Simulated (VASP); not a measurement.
# Ir (Fm-3m) in VASP: notebook

Runs on Ir. Level: PBEsol+D3(BJ). Tasks: single point.

Everything below comes from runs of VASP 6.6.1. Logs are shortened: lines on timing, memory, paths and dates and some standing lists are left out, and cuts for length are marked.

### Step 1. The cell of the first run

The structure is cubic, space group Fm-3m (No. 225). Conventional cell: a = 3.830 Å, b = 3.830 Å, c = 3.830 Å, α = 90.00°, β = 90.00°, γ = 90.00°. Within 3.6 Å of Ir (site symmetry m-3m) lie 12 Ir at 2.71 Å.

### Step 2. Single point, PBEsol+D3(BJ)

INCAR reads:

```
SYSTEM = Ir
PREC = Accurate ; ENCUT = 500
EDIFF = 1E-6 ; ISMEAR = 0
SIGMA = 0.1 ; LREAL = .FALSE.
LASPH = .TRUE. ; NELM = 120
ALGO = Normal ; ISIF = 2
LWAVE = .FALSE. ; LCHARG = .FALSE.
GGA = PS ; IVDW = 12
NBANDS = 10 ; GGA_COMPAT = .FALSE.
```

KPOINTS reads:

```
regular mesh
0
G
  8 8 8
  0 0 0
```

POSCAR reads:

```
Ir
1.0
    0.0000000000      1.9150000000      1.9150000000
    1.9150000000      0.0000000000      1.9150000000
    1.9150000000      1.9150000000      0.0000000000
Ir
1
Direct
    0.0000000000      0.0000000000      0.0000000000
```

Potentials or basis: VASP PAW PBE potentials, release 64 (Ir).

Started as:

```console
$ cat potpaw_PBE.64/Ir/POTCAR > POTCAR
$ mpirun -np 1 vasp_std > vasp.out
```

OUTCAR:

```text
SYSTEM = Ir
   PREC = Accurate
   ENCUT = 500
   EDIFF = 1E-6
   ISMEAR = 0
   LREAL = .FALSE.
   LASPH = .TRUE.
   NELM = 120
   ISIF = 2
   GGA = PS
   IVDW = 12
 IVDW          = 12

 ion  position               nearest neighbor table
   1  0.000  0.000  0.000-

  LATTYP: Found a face centered cubic cell.
 ALAT       =     3.8300000000

  Lattice vectors:

 A1 = (   0.0000000000,   1.9150000000,   1.9150000000)
 A2 = (   1.9150000000,   0.0000000000,   1.9150000000)
 A3 = (   1.9150000000,   1.9150000000,   0.0000000000)

Analysis of symmetry for initial positions (statically):
=====================================================================
 Subroutine PRICEL returns:
 Original cell was already a primitive cell.

 Routine SETGRP: Setting up the symmetry group for a
 face centered cubic supercell.

 Subroutine GETGRP returns: Found 48 space group operations
 (whereof 48 operations were pure point group operations)
 out of a pool of 48 trial point group operations.

The static configuration has the point symmetry O_h .

Analysis of symmetry for dynamics (positions and initial velocities):
=====================================================================
 Subroutine PRICEL returns:
 Original cell was already a primitive cell.

 Routine SETGRP: Setting up the symmetry group for a
 face centered cubic supercell.

 Subroutine GETGRP returns: Found 48 space group operations
 (whereof 48 operations were pure point group operations)
 out of a pool of 48 trial point group operations.

The dynamic configuration has the point symmetry O_h .

 Subroutine INISYM returns: Found 48 space group operations
 (whereof 48 operations are pure point group operations),
 and found     1 'primitive' translations

----------------------------------------------------------------------------------------

                                     Primitive cell

  volume of cell :      14.0455

  direct lattice vectors                    reciprocal lattice vectors
     0.000000000  1.915000000  1.915000000    -0.261096606  0.261096606  0.261096606
     1.915000000  0.000000000  1.915000000     0.261096606 -0.261096606  0.261096606
     1.915000000  1.915000000  0.000000000     0.261096606  0.261096606 -0.261096606

  length of vectors
     2.708218972  2.708218972  2.708218972     0.452232587  0.452232587  0.452232587

  position of ions in fractional coordinates (direct lattice)
     0.000000000  0.000000000  0.000000000

  ion indices of the primitive-cell ions
   primitive index   ion index
                 1           1

----------------------------------------------------------------------------------------

 KPOINTS: regular mesh

Automatic generation of k-mesh.
 Grid dimensions read from file:
 generate k-points for:    8    8    8

 Generating k-lattice:

  Cartesian coordinates                     Fractional coordinates (reciprocal lattice)
    -0.032637076  0.032637076  0.032637076     0.125000000  0.000000000  0.000000000
     0.032637076 -0.032637076  0.032637076     0.000000000  0.125000000  0.000000000
     0.032637076  0.032637076 -0.032637076     0.000000000  0.000000000  0.125000000

  Length of vectors
     0.056529073  0.056529073  0.056529073

  Shift w.r.t. Gamma in fractional coordinates (k-lattice)
     0.000000000  0.000000000  0.000000000

 Subroutine IBZKPT returns following result:
 ===========================================

 Found     29 irreducible k-points:

 Following reciprocal coordinates:
            Coordinates               Weight
  0.000000  0.000000  0.000000      1.000000
  0.125000  0.000000  0.000000      8.000000
  0.250000  0.000000  0.000000      8.000000
  0.375000  0.000000  0.000000      8.000000
  0.500000  0.000000  0.000000      4.000000
  0.125000  0.125000  0.000000      6.000000
[... 16 lines left out ...]
  0.500000  0.250000  0.125000     48.000000
 -0.375000  0.250000  0.125000     24.000000
 [... further k-points ...]
   k-points           NKPTS =     29   k-points in BZ     NKDIM =     29   number of bands    NBANDS=     10
   number of dos      NEDOS =    301   number of ions     NIONS =      1
   total plane-waves  NPLWV =   8000
   dimension x,y,z NGX =    20 NGY =   20 NGZ =   20
   dimension x,y,z NGXF=    40 NGYF=   40 NGZF=   40
   ions per type =               1
   NGX,Y,Z   is equivalent  to a cutoff of  12.28, 12.28, 12.28 a.u.
   NGXF,Y,Z  is equivalent  to a cutoff of  24.55, 24.55, 24.55 a.u.
 SYSTEM =  Ir
   PREC   = accura    normal or accurate (medium, high low for compatibility)
   ISTART =      0    job   : 0-new  1-cont  2-samecut
   ICHARG =      2    charge: 1-file 2-atom 10-const
   ISPIN  =      1    spin polarized calculation?
   LNONCOLLINEAR =      F non collinear calculations
   LSORBIT =      F    spin-orbit coupling
   LASPH  =      T    aspherical Exc in radial PAW
   ENCUT  =  500.0 eV  36.75 Ry    6.06 a.u.   4.94  4.94  4.94*2*pi/ulx,y,z
   NELM   =    120;   NELMIN=  2; NELMDL= -5     # of ELM steps
   EDIFF  = 0.1E-05   stopping-criterion for ELM
   LREAL  =      F    real-space projection
   EDIFFG = 0.1E-04   stopping-criterion for IOM
   NSW    =      0    number of steps for IOM
   IBRION =     -1    ionic relax: 0-MD 1-quasi-New 2-CG
   NFREE  =      0    steps in history (QN), initial steepest desc. (CG)
   ISIF   =      2    stress and relaxation
   ISYM   =      2    0-nonsym 1-usesym 2-fastsym
   POTIM  = 0.5000    time-step for ionic-motion
   TEBEG  =    0.0;   TEEND  =   0.0 temperature during run
   PSTRESS=    0.0 pullay stress
   NELECT =       9.0000    total number of electrons
   NUPDOWN=      -1.0000    fix difference up-down
   EMIN   =  10.00;   EMAX   =-10.00  energy-range for DOS
   EFERMI =   0.00;   METHOD = LEGACY
   ISMEAR =     0;   SIGMA  =   0.10  broadening in eV -4-tet -1-fermi 0-gaus
   EFERMI_NEDOS =   21; number of points for ismear=-14 and -15
   IALGO  =     38    algorithm
   IMIX   =      4    mixing-type and parameters
     AMIX     =   0.40;   BMIX     =  1.00
     AMIX_MAG =   1.60;   BMIX_MAG =  1.00
  volume/ion in A,a.u.               =      14.05        94.78
  Fermi-wavevector in a.u.,A,eV,Ry     =   1.411379  2.667119 27.102667  1.991990
  Thomas-Fermi vector in A             =   2.533236
   LORBIT       =      0    0 simple, 1 ext, 2 COOP (PROOUT), +10 PAW based schemes
   GGA     = PS    functional components
   LHFCALC =     F    Hartree Fock is set to
   AEXX    =    0.0000 exact exchange contribution
   IVDW    =    12    specifies the selected vdW correction
   LEPSILON=     F    determine dielectric tensor
   LRPA    =     F    only Hartree local field effects (RPA)
 non-spin polarized calculation
 Gauss-broadening in eV      SIGMA  =   0.10
  energy-cutoff  :      500.00
  volume of cell :       14.05
 maximum number of plane-waves:       368
   NGX =  9   NGY =  9   NGZ =  9

 number of electron       9.0000000 magnetization

 Free energy of the ion-electron system (eV)
  ---------------------------------------------------
  ext. energy  EPLUGINS =         0.00000000
  ---------------------------------------------------
  free energy    TOTEN  =        -9.74560735 eV

  energy without entropy =       -9.73653888  energy(sigma->0) =       -9.74107312

 E-fermi :  10.4269     XC(G=0): -14.1433

 val. band max:       10.3846472429   @ k =  -0.3750   0.1250   0.0000
 cond. band min:      10.4490591750   @ k =  -0.3750   0.2500   0.0000
 fundamental gap:      0.0644119321
 Fermi energy:        10.4268714421

 k-point     1 :       0.0000    0.0000    0.0000
  band No.  band energies     occupation
      1      -0.8973      2.00000
      2       6.4236      2.00000
      3       6.4236      2.00000
      4       6.4236      2.00000
      5       9.1858      2.00000
      6       9.1858      2.00000
      7      24.6607      0.00000
      8      30.3009      0.00000
      9      30.3009      0.00000
     10      30.3009      0.00000

 k-point     2 :       0.1250    0.0000    0.0000
  band No.  band energies     occupation
      1      -0.2197      2.00000
      2       6.0974      2.00000
      3       6.6919      2.00000
      4       6.6919      2.00000
      5       9.0388      2.00000
      6       9.0388      2.00000
      7      25.7777      0.00000
      8      27.6969      0.00000
      9      31.4257      0.00000
     10      31.4257      0.00000

 k-point     3 :       0.2500    0.0000    0.0000
  band No.  band energies     occupation
      1       1.3289      2.00000
      2       5.8997      2.00000
      3       6.8802      2.00000
      4       6.8802      2.00000
      5       9.3589      2.00000
      6       9.3589      2.00000
      7      24.1614      0.00000
      8      27.1681      0.00000
      9      34.1461      0.00000
     10      34.1466      0.00000

 k-point     4 :       0.3750    0.0000    0.0000
  band No.  band energies     occupation
      1       2.1234      2.00000
      2       6.5290      2.00000
      3       6.5290      2.00000
      4       7.6084      2.00000
      5      10.5859      0.02448
      6      10.5859      0.02448
      7      20.3232      0.00000
      8      25.1528      0.00000
      9      31.8794      0.00000
     10      31.8794      0.00000
[... 222 lines left out ...]
 k-point    22 :       0.3750    0.2500    0.1250
  band No.  band energies     occupation
      1       2.7400      2.00000
      2       4.7488      2.00000
      3       6.3460      2.00000
      4       8.4704      2.00000
      5       8.5508      2.00000
      6      11.1804      0.00000
      7      24.7210      0.00000
      8      27.4440      0.00000
      9      28.9958      0.00000
     10      31.0120      0.00000

 k-point    23 :       0.5000    0.2500    0.1250
  band No.  band energies     occupation
      1       3.6195      2.00000
      2       5.3043      2.00000
      3       5.7001      2.00000
      4       8.0817      2.00000
      5      10.2187      1.99676
      6      13.2618      0.00000
      7      20.6450      0.00000
      8      25.9099      0.00000
      9      27.2125      0.00000
     10      31.8953      0.00000

 k-point    24 :      -0.3750    0.2500    0.1250
  band No.  band energies     occupation
      1       3.6434      2.00000
      2       5.0658      2.00000
      3       6.6945      2.00000
      4       7.7619      2.00000
      5      10.9629      0.00000
      6      15.5586      0.00000
      7      17.0614      0.00000
      8      26.1481      0.00000
      9      26.3241      0.00000
     10      30.2211      0.00000

 [... further k-points ...]

------------------------ aborting loop because EDIFF is reached ----------------------------------------

 Edisp (eV)   -0.71995

 E8    (eV) :    -0.4972

  FORCE on cell =-STRESS in cart. coord.  units (eV):
  Direction    XX          YY          ZZ          XY          YZ          ZX
  --------------------------------------------------------------------------------------
  -------------------------------------------------------------------------------------
  Total      -0.50438    -0.50438    -0.50438     0.00000     0.00000     0.00000
  in kB     -57.53549   -57.53549   -57.53549     0.00000     0.00000     0.00000
  external pressure =      -57.54 kB  Pullay stress =        0.00 kB

 VOLUME and BASIS-vectors are now :
 -----------------------------------------------------------------------------
  energy-cutoff  :      500.00
  volume of cell :       14.05
      direct lattice vectors                 reciprocal lattice vectors
     0.000000000  1.915000000  1.915000000    -0.261096606  0.261096606  0.261096606
     1.915000000  0.000000000  1.915000000     0.261096606 -0.261096606  0.261096606
     1.915000000  1.915000000  0.000000000     0.261096606  0.261096606 -0.261096606

 POSITION                                       TOTAL-FORCE (eV/Angst)
 -----------------------------------------------------------------------------------
      0.00000      0.00000      0.00000        -0.000000      0.000000     -0.000000
 -----------------------------------------------------------------------------------
    total drift:                               -0.000000     -0.000000     -0.000000

  FREE ENERGIE OF THE ION-ELECTRON SYSTEM (eV)
  ---------------------------------------------------
  free  energy   TOTEN  =       -10.4655578430 eV

  energy  without entropy=      -10.4564893732  energy(sigma->0) =      -10.46102361
```

Run time: 5 s. Hardware: 1 thread of AMD EPYC 7R43 (Zen 3), shared host; peak memory 0.11 GiB.

What came out:

- Free energy: -10.4656 eV
- Pressure: -5.8 GPa
- Band gap on the k mesh: zero (an odd number of electrons rules out a gap without spin polarisation)
- Dispersion energy per atom: -0.720 eV

Caveat: the cell stands under tension; the PAW data sets were made with another functional, which shifts forces and pressure a little; spin-orbit coupling is left out, which moves the levels of the heavy elements.

### Step 3. Single point, PBEsol+D3(BJ)

This run uses another cell than the first one, of 13.75 Å³/atom.

INCAR reads:

```
SYSTEM = Ir
  ALGO = Normal
  EDIFF = 1E-6
  ENCUT = 500
  GGA = PS
  GGA_COMPAT = .False.
  ISIF = 2
  ISMEAR = 0
  IVDW = 12
  LASPH = .True.
  LCHARG = .False.
  LREAL = .False.
  LWAVE = .False.
  NBANDS = 10
  NELM = 120
  PREC = Accurate
  SIGMA = 0.1
```

KPOINTS reads:

```
k-points
0
Gamma
  18 18 18
  0 0 0
```

POSCAR reads:

```
Ir
1.0
    0.0000000000      1.9015594765      1.9015594765
    1.9015594765      0.0000000000      1.9015594765
    1.9015594765      1.9015594765      0.0000000000
Ir
1
Direct
    0.0000000000      0.0000000000      0.0000000000
```

Potentials or basis: VASP PAW PBE potentials, release 64 (Ir).

Started as:

```console
$ cat potpaw_PBE.64/Ir/POTCAR > POTCAR
$ mpirun -np 1 vasp_std > vasp.out
```

Wall time 20 s (1 thread of AMD EPYC 7R43 (Zen 3), shared host); peak memory 0.12 GiB.

It converged, with:

| Item | Value |
| --- | --- |
| Free energy | -10.5487 eV |
| Pressure | 1.2 GPa |
| Band gap on the k mesh | zero (an odd number of electrons rules out a gap without spin polarisation) |
| Dispersion energy per atom | -0.735 eV |

Levels at points of the mesh, in eV from the Fermi level:
```csv
k point,band 1,band 2,band 3,band 4,band 5,band 6,band 7,band 8
"(0.00, 0.00, 0.00)",-11.54,-4.12,-4.12,-4.12,-1.28,-1.28,14.22,19.96
"(0.50, 0.00, 0.00)",-8.49,-4.22,-4.22,-0.93,0.92,0.92,7.48,13.75
"(0.50, 0.50, 0.00)",-8.32,-7.73,0.90,1.52,1.52,1.60,10.82,11.76
```

Caveat: the PAW data sets were made with another functional, which shifts forces and pressure a little; spin-orbit coupling is left out, which moves the levels of the heavy elements.

The gap in the log of VASP goes by the Fermi energy; the results here count the filled bands.